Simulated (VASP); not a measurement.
## Cs: single point with revPBE

Crystal: Cs.

```
Cs
1.0
    -3.02250    3.02250    3.02250
     3.02250   -3.02250    3.02250
     3.02250    3.02250   -3.02250
Cs
1
Direct
  0.00000 0.00000 0.00000
```

| Property | Result |
| --- | --- |
| Program | VASP 6.6.1 |
| Task | single point |
| Functional | revPBE |
| Potentials or basis | VASP PAW PBE potentials, release 64 (Cs_sv) |
| Cutoff | 520 eV |
| k mesh | 9 × 9 × 9 |
| Occupations | tetrahedron |
| Spin | no spin polarisation |

```json
{"Pressure": "0.3 GPa"}
```

Levels at points of the mesh, in eV from the Fermi level:
```
           k point  band 3  band 4  band 5  band 6  band 7  band 8
(0.00, 0.00, 0.00)  -10.65  -10.65   -1.72    2.53    2.53    2.53
```

Wall time 18 s on 1 thread of Intel(R) Xeon(R) Platinum 8488C (Sapphire Rapids), on a shared host, peak memory 0.24 GiB.

Caveat: the PAW data sets were made with another functional, which shifts forces and pressure a little; spin-orbit coupling is left out, which moves the levels of the heavy elements.
